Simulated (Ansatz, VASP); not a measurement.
# Two plane-wave programs on Sn

```
Sn
1.0
     3.39762    0.00000    0.00000
    -1.69881    2.94242    0.00000
     0.00000    0.00000    5.64314
Sn
2
Direct
  0.33333 0.66667 0.25000
  0.66667 0.33333 0.75000
```

Alike in both runs: task single point; functional BLYP; k mesh 12 × 12 × 6; occupations fermi-dirac, width 0.1 eV; no spin polarisation.

|  | VASP | Ansatz |
| --- | --- | --- |
| version | VASP 6.6.1 | Ansatz 0.2.0 |
| potentials or method | VASP PAW PBE potentials, release 64 (Sn_d), cutoff 520 eV | plane waves (420 eV) with PAW, scalar-relativistic |
| valence electrons in the cell | 28 | 28 |

VASP gave:

| Item | Value |
| --- | --- |
| pressure (GPa) | 3.6 |
| traceless stress, the component that is largest in VASP (GPa) | -0.44 |

Question: What did Ansatz give for the same quantities?

Answer: Pressure (GPa): 3.7; traceless stress, the component that is largest in VASP (GPa): -0.43.

VASP's potentials were made for PBE, not for BLYP.
